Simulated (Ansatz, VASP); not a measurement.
Two plane-wave programs on CdSe

File POSCAR:

```
CdSe
1.0
    4.3407236658      0.0000000000      0.0000000000
   -2.1703618329      3.7591769654      0.0000000000
    0.0000000000      0.0000000000      7.0766459798
Cd Se
2 2
Direct
    0.3333333333      0.6666666667     -0.0004760038
    0.6666666667      0.3333333333      0.4995239962
    0.3333333333      0.6666666667      0.3754760038
    0.6666666667      0.3333333333      0.8754760038
```

INCAR.step1

```
SYSTEM = CdSe
PREC = Accurate
ENCUT = 520
ISMEAR = 0
SIGMA = 0.01
LREAL = .False.
LASPH = .True.
NELM = 60
NBANDS = 26
GGA = PE
ALGO = Normal
EDIFF = 1E-4
LWAVE = .True.
LCHARG = .False.
```

Contents of INCAR.step2:

```
SYSTEM = CdSe
PREC = Accurate
ENCUT = 520
EDIFF = 1E-7
ISMEAR = 0
SIGMA = 0.01
LREAL = .False.
LASPH = .True.
NELM = 60
ALGO = Normal
ISIF = 2
LWAVE = .False.
LCHARG = .False.
METAGGA = R2SCAN
LMIXTAU = .True.
NBANDS = 26
ISTART = 1
```

File KPOINTS:

```
Automatic mesh
0
Gamma
  12 12 4
  0 0 0
```

Input for Ansatz:

```yaml
crystal:
  lattice:
    - [4.3407236658, 0.0, 0.0]
    - [-2.1703618329, 3.7591769654, 0.0]
    - [0.0, 0.0, 7.0766459798]
  atoms:
    - { symbol: Cd, position: [0.3333333333, 0.6666666667, -0.0004760038] }
    - { symbol: Cd, position: [0.6666666667, 0.3333333333, 0.4995239962] }
    - { symbol: Se, position: [0.3333333333, 0.6666666667, 0.3754760038] }
    - { symbol: Se, position: [0.6666666667, 0.3333333333, 0.8754760038] }
kpoints:
  mp_grid: { grid: [12, 12, 4] }
  band_path:
    path:
      - [0.0, 0.0, 0.0]
      - [0.5, 0.0, 0.0]
      - [0.3333333333, 0.3333333333, 0.0]
      - [0.0, 0.0, 0.5]
      - [0.5, 0.0, 0.5]
      - [0.3333333333, 0.3333333333, 0.5]
    npoints: 1
hamiltonian:
  xc: r2scan
scf:
  occupations: { method: fixed }
  n_extra_bands: 5
output:
  forces: true
  stress: true
  eigenvalues: true
```

Alike in both runs: task single point; functional r2SCAN; k mesh 12 × 12 × 4; no spin polarisation.

|  | VASP | Ansatz |
| --- | --- | --- |
| version | VASP 6.6.1 | Ansatz 0.2.0 |
| potentials or method | VASP PAW PBE potentials, release 64 (Cd, Se) | plane waves, PAW |
| plane-wave cutoff (eV) | 520 | 500 |
| occupations | gaussian, width 0.01 eV | fixed |
| valence electrons in the cell | 36 | 72 |

Ansatz gave:

* gap on the k mesh at the Fermi level (eV): 1.11
* pressure (GPa): 0.0

**Question.** Estimate VASP's values.

**Answer.** gap on the k mesh at the Fermi level (eV): 1.09; pressure (GPa): 0.2.

VASP's potentials were made for PBE, not for r2SCAN. VASP's potentials hold 36 valence electrons a cell and Ansatz's 72, so a difference there can come from the potentials and not from the codes.
